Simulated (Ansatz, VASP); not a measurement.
**One calculation of CuCl, two programs**

Contents of INCAR:

```
SYSTEM = CuCl
PREC = Accurate
ENCUT = 600
EDIFF = 1E-6
ISMEAR = 0
SIGMA = 0.05
LREAL = .FALSE.
LASPH = .TRUE.
NELM = 200
ALGO = Normal
ISIF = 2
LWAVE = .FALSE.
LCHARG = .FALSE.
LMAXMIX = 4
LDAU = .TRUE.
LDAUTYPE = 2
LDAUL = 2 -1
LDAUU = 5 0
LDAUJ = 0 0
LDAUPRINT = 1
GGA = PS
NBANDS = 16
GGA_COMPAT = .FALSE.
```

KPOINTS

```
regular mesh
0
G
  12 12 12
  0 0 0
```

File POSCAR:

```
CuCl
1.0
    0.0000000000      2.6782434428      2.6782434428
    2.6782434428      0.0000000000      2.6782434428
    2.6782434428      2.6782434428      0.0000000000
Cu Cl
1 1
Direct
    0.0000000000      0.0000000000      0.0000000000
    0.7500000000      0.7500000000      0.7500000000
```

Input for Ansatz:

```yaml
crystal:
  lattice:
    - [0.0, 2.6782434428, 2.6782434428]
    - [2.6782434428, 0.0, 2.6782434428]
    - [2.6782434428, 2.6782434428, 0.0]
  atoms:
    - { symbol: Cu, position: [0.0, 0.0, 0.0] }
    - { symbol: Cl, position: [0.75, 0.75, 0.75] }
basis:
  ecutwfc: 500
  ecutrho_ratio: 4
kpoints:
  mp_grid: { grid: [12, 12, 12] }
hamiltonian:
  xc: pbesol
  hubbard: { sites: [{ species: Cu, l: d, u_eff: 5.0 }], double_counting: fll }
scf:
  occupations: { method: gaussian, width: 0.05 }
output:
  forces: true
  stress: true
```

Alike in both runs: task single point; functional PBEsol; k mesh 12 × 12 × 12; occupations gaussian, width 0.05 eV; no spin polarisation; Hubbard terms Cu d U = 5.0 eV.

|  | VASP | Ansatz |
| --- | --- | --- |
| version | VASP 6.6.1 | Ansatz 0.2.0 |
| potentials or method | VASP PAW PBE potentials, release 64 (Cu, Cl), cutoff 600 eV | scalar-relativistic, plane waves, PAW |
| valence electrons in the cell | 18 | 26 |

Ansatz gave:

* pressure (GPa): -0.4

**Question.** Which values does VASP return?

**Answer.** Pressure (GPa): -1.6.

VASP's potentials were made for PBE, not for PBEsol. The programs project onto different local orbitals, so the same U acts differently, and such runs can settle in different states. VASP's potentials hold 18 valence electrons a cell and Ansatz's 26, so a difference there can come from the potentials and not from the codes.
